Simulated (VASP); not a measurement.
# BN: single point with RPBE

Crystal: BN.

```
CELL_PARAMETERS angstrom
0.00000 1.82177 1.82177
1.82177 0.00000 1.82177
1.82177 1.82177 0.00000
ATOMIC_POSITIONS crystal
N 0.25000 0.25000 0.25000
B 0.00000 0.00000 0.00000
```

| Item | Value |
| --- | --- |
| Program | VASP 6.6.1 |
| Task | single point |
| Functional | RPBE |
| Potentials or basis | VASP PAW PBE potentials, release 64 (N, B) |
| Cutoff | 520 eV |
| k mesh | 13 × 13 × 13 |
| Occupations | fermi-dirac, width 0.05 eV |
| Spin | no spin polarisation |
| Dipole correction | no |
| Further INCAR settings | ALGO = Normal; EDIFF = 1e-06; NBANDS = 11 |

| Quantity | Value |
| --- | --- |
| Pressure | 0.3 GPa |
| Band gap on the k mesh | 4.54 eV, indirect (least direct gap 8.76 eV) |

Levels at points of the mesh, in eV from the valence-band top:
```
           k point  band 1  band 2  band 3  band 4  band 5  band 6  band 7  band 8  band 9
(0.00, 0.00, 0.00)  -20.03    0.00    0.00    0.00    8.76    8.76    8.76    9.96   24.45
```

Wall time 6.2 s on 1 thread of Intel(R) Xeon(R) 6975P-C (Granite Rapids) (shared host), peak memory 0.12 GiB.

Caveat: the PAW data sets were made with another functional, which shifts forces and pressure a little. A k mesh can miss the band edges.
